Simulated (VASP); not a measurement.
# CuAu: single point with PBEsol

Crystal: CuAu.

```
CELL_PARAMETERS angstrom
1.43337 0.82756 4.22760
-1.43337 0.82756 4.22760
0.00000 -1.65511 4.22760
ATOMIC_POSITIONS crystal
Au 0.00000 0.00000 0.00000
Cu 0.50000 0.50000 0.50000
```

| Item | Value |
| --- | --- |
| Program | VASP 6.6.1 |
| Task | single point |
| Functional | PBEsol |
| Potentials or basis | VASP PAW PBE potentials, release 64 (Au, Cu) |
| Cutoff | 520 eV |
| k mesh | 11 × 11 × 11 |
| Occupations | fermi-dirac, width 0.05 eV |
| Spin | no spin polarisation |
| Dipole correction | no |
| Further INCAR settings | ALGO = Normal; EDIFF = 1e-06; NBANDS = 18 |

- Pressure: -5.4 GPa
- Band gap on the k mesh: zero (bands 11 and 12 overlap by 4.21 eV)

Stress tensor (GPa, compression positive):
```
-6.11  0.00  0.00
 0.00 -6.11  0.00
 0.00  0.00 -4.00
```

Levels at points of the mesh, in eV from the Fermi level:
```
           k point  band 8  band 9  band 10  band 11  band 12  band 13  band 14  band 15
(0.00, 0.00, 0.00)   -2.23   -2.23    -1.58    -1.58    -0.19     4.68    14.52    16.11
```

Run time: 2.1 min on 1 thread of Intel(R) Xeon(R) Platinum 8375C CPU @ 2.90GHz (Ice Lake), with other jobs on the host, peak memory 0.26 GiB.

Caveat: the cell stands under tension; the PAW data sets were made with another functional, which shifts forces and pressure a little; spin-orbit coupling is left out, which moves the levels of the heavy elements.
